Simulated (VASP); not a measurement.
Write the native input for VASP 6.6.1 that does the following.

```yaml
Task: single point
Functional: PBEsol
Potentials_or_basis: VASP PAW PBE potentials, release 64 (Cd, S)
Cutoff: 520 eV
k_mesh: 8 × 8 × 8
Occupations: gaussian, width 0.05 eV
Spin: no spin polarisation
Dipole_correction: no
Further_INCAR_settings: ALGO = Normal; EDIFF = 1e-06; NBANDS = 16
```

The structure of CdS lies in POSCAR:

```
CdS
1.0
    0.0000000000      2.9121694685      2.9121694685
    2.9121694685      0.0000000000      2.9121694685
    2.9121694685      2.9121694685      0.0000000000
Cd S
1 1
Direct
    0.0000000000      0.0000000000      0.0000000000
    0.7500000000      0.7500000000      0.7500000000
```

The input as run:

INCAR

```
PREC = Accurate ; ENCUT = 520
EDIFF = 1E-6 ; ISMEAR = 0
SIGMA = 0.05 ; LREAL = F
LASPH = T ; NELM = 60
ALGO = Normal ; ISIF = 2
LWAVE = F ; LCHARG = T
GGA = PS ; LELF = T
LVHAR = T ; NBANDS = 16
```

KPOINTS

```
Automatic mesh
0
Gamma
  8 8 8
```

Potentials or basis: VASP PAW PBE potentials, release 64 (Cd, S).

Run with:

```console
$ cat potpaw_PBE.64/Cd/POTCAR potpaw_PBE.64/S/POTCAR > POTCAR
$ mpirun -np 1 vasp_std > vasp.out
```

Results of the run:

The pressure is 0.4 GPa and the band gap on the k mesh is 1.02 eV, direct.

Caveat: the PAW data sets were made with another functional, which shifts forces and pressure a little.

Wall time 25 s on 1 thread of AMD EPYC 7R43 64-Core Processor (Zen 3), with other jobs on the host, peak memory 0.14 GiB.
